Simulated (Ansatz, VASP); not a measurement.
**ZnSe: VASP beside Ansatz**

File INCAR:

```
PREC     = Accurate       # precision mode
ENCUT    = 520            # plane-wave cutoff, eV
EDIFF    = 1E-7           # SCF threshold, eV
ISMEAR   = 0              # smearing method
SIGMA    = 0.05           # smearing width, eV
LREAL    = False          # projectors in reciprocal space
LASPH    = True           # aspherical terms in the spheres
NELM     = 100            # most SCF steps
ALGO     = Normal         # electronic algorithm
ISIF     = 2              # what is computed and relaxed
LWAVE    = False          # write WAVECAR
LCHARG   = False          # write CHGCAR
GGA      = PS             # functional
NBANDS   = 16             # bands
```

KPOINTS

```
Automatic mesh
0
Gamma
  8 8 8
```

POSCAR

```
ZnSe
1.0
    0.0000000000      2.8167303303      2.8167303303
    2.8167303303      0.0000000000      2.8167303303
    2.8167303303      2.8167303303      0.0000000000
Zn Se
1 1
Direct
    0.0000000000      0.0000000000      0.0000000000
    0.2500000000      0.2500000000      0.2500000000
```

Input for Ansatz:

```yaml
crystal:
  lattice:
    - [0.0, 2.8167303303, 2.8167303303]
    - [2.8167303303, 0.0, 2.8167303303]
    - [2.8167303303, 2.8167303303, 0.0]
  atoms:
    - { symbol: Zn, position: [0.0, 0.0, 0.0] }
    - { symbol: Se, position: [0.25, 0.25, 0.25] }
basis:
  ecutwfc: 420
  ecutrho_ratio: 4
kpoints:
  mp_grid: { grid: [8, 8, 8] }
hamiltonian:
  xc: pbesol
scf:
  occupations: { method: gaussian, width: 0.05 }
output:
  forces: true
  stress: true
  eigenvalues: true
```

Alike in both runs: task single point; functional PBEsol; k mesh 8 × 8 × 8; occupations gaussian, width 0.05 eV; no spin polarisation.

|  | VASP | Ansatz |
| --- | --- | --- |
| version | VASP 6.6.1 | Ansatz 0.2.0 |
| potentials or method | VASP PAW PBE potentials, release 64 (Zn, Se), cutoff 520 eV | scalar-relativistic, plane waves, PAW |
| valence electrons in the cell | 18 | 28 |

Ansatz gave:

| Property | Result |
| --- | --- |
| gap on the k mesh at the Fermi level (eV) | 1.24 |
| least direct gap on the mesh (eV) | 1.24 |
| pressure (GPa) | 0.0 |

Question: What did VASP give for the same quantities?

Answer: gap on the k mesh at the Fermi level (eV): 1.24; least direct gap on the mesh (eV): 1.24; pressure (GPa): 0.3.

VASP's potentials were made for PBE, not for PBEsol. VASP's potentials hold 18 valence electrons a cell and Ansatz's 28, so a difference there can come from the potentials and not from the codes.
